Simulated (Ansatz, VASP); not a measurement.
# VBiSe3 in VASP and in Ansatz

```
CELL_PARAMETERS angstrom
6.99729 0.00000 0.00000
-3.49864 6.05983 0.00000
0.00000 0.00000 5.34541
ATOMIC_POSITIONS crystal
V 0.00000 0.00000 0.00000
V 0.00000 0.00000 0.50000
Bi 0.33333 0.66667 0.75000
Bi 0.66667 0.33333 0.25000
Se 0.82674 0.65348 0.75000
Se 0.34652 0.17326 0.75000
Se 0.82674 0.17326 0.75000
Se 0.17326 0.34652 0.25000
Se 0.65348 0.82674 0.25000
Se 0.17326 0.82674 0.25000
```

Alike in both runs: functional PBE; k mesh 6 × 6 × 8; occupations gaussian, width 0.1 eV; no spin polarisation.

Ansatz relaxed the structure, and its values are those at the end. VASP's run is a single point on that final structure, the one shown.

|  | VASP | Ansatz |
| --- | --- | --- |
| version | VASP 6.6.1 | Ansatz 0.2.0 |
| potentials or method | VASP PAW PBE potentials, release 64 (V_sv, Bi_d, Se), cutoff 520 eV | scalar-relativistic, plane waves, PAW |
| valence electrons in the cell | 92 | 152 |

|  | VASP | Ansatz | Ansatz less VASP |
| --- | --- | --- | --- |
| gap on the k mesh at the Fermi level (eV) | none | none | - |
| pressure (GPa) | 0.1 | 0.0 | -0.07 |
| rms of the force components (eV/Å) | 0.007 | 0.001 | -0.0058 |

A gap of «none» marks a metal or a gap that the smearing closes. VASP's potentials hold 92 valence electrons a cell and Ansatz's 152, so a difference there can come from the potentials and not from the codes.

Neither program's run includes spin-orbit coupling.
